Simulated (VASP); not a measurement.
Here is a VASP 6.6.1 calculation.

Contents of POSCAR:

```
CoSn3
1.0
    0.0000000000      3.6010275214      3.6010275214
    3.6010275214      0.0000000000      3.6010275214
    3.6010275214      3.6010275214      0.0000000000
Sn Co
3 1
Direct
    0.2500000000      0.2500000000      0.2500000000
    0.7500000000      0.7500000000      0.7500000000
    0.5000000000      0.5000000000      0.5000000000
    0.0000000000      0.0000000000      0.0000000000
```

Contents of INCAR.step1:

```
SYSTEM = CoSn3
PREC     = Accurate       ! precision mode
ENCUT    = 520            ! plane-wave cutoff, eV
ISMEAR   = 0              ! smearing method
SIGMA    = 0.1            ! smearing width, eV
LREAL    = .FALSE.        ! projectors in reciprocal space
LASPH    = .TRUE.         ! aspherical terms in the spheres
NELM     = 150            ! most SCF steps
ISPIN    = 2              ! spin polarisation
MAGMOM   = 0.14 0.14 0.21 2.52 ! initial moments
NUPDOWN  = 3.0            ! fixed moment
LMAXMIX  = 4              ! l up to which the mixer works
NBANDS   = 38             ! bands
GGA      = PE             ! functional
ALGO     = Normal         ! electronic algorithm
EDIFF    = 1E-4           ! SCF threshold, eV
LWAVE    = .TRUE.         ! write WAVECAR
LCHARG   = .FALSE.        ! write CHGCAR
```

Contents of INCAR.step2:

```
SYSTEM = CoSn3
PREC     = Accurate       ! precision mode
ENCUT    = 520            ! plane-wave cutoff, eV
EDIFF    = 1E-6           ! SCF threshold, eV
ISMEAR   = 0              ! smearing method
SIGMA    = 0.1            ! smearing width, eV
LREAL    = .FALSE.        ! projectors in reciprocal space
LASPH    = .TRUE.         ! aspherical terms in the spheres
NELM     = 150            ! most SCF steps
ALGO     = Normal         ! electronic algorithm
ISIF     = 2              ! what is computed and relaxed
LWAVE    = .FALSE.        ! write WAVECAR
LCHARG   = .FALSE.        ! write CHGCAR
ISPIN    = 2              ! spin polarisation
MAGMOM   = 0.14 0.14 0.21 2.52 ! initial moments
LORBIT   = 11             ! projections on sites
NUPDOWN  = 3.0            ! fixed moment
LMAXMIX  = 4              ! l up to which the mixer works
METAGGA  = R2SCAN         ! meta-GGA
LMIXTAU  = .TRUE.       
NBANDS   = 38             ! bands
ISTART   = 1
```

The input KPOINTS:

```
Automatic mesh
0
G
  10 10 10
  0 0 0
```

Potentials or basis: VASP PAW PBE potentials, release 64 (Sn_d, Co).

The run is started by

```console
$ cat potpaw_PBE.64/Sn_d/POTCAR potpaw_PBE.64/Co/POTCAR > POTCAR
$ cp INCAR.step1 INCAR
$ mpirun -np 1 vasp_std > vasp.out
$ cp INCAR.step2 INCAR
$ mpirun -np 1 vasp_std > vasp.out
```

**Question.** Estimate the pressure.

**Answer.** 0.9 GPa.

Caveat: the PAW data sets were made with another functional, which shifts forces and pressure a little; the total moment is fixed, so each spin has its own Fermi level.
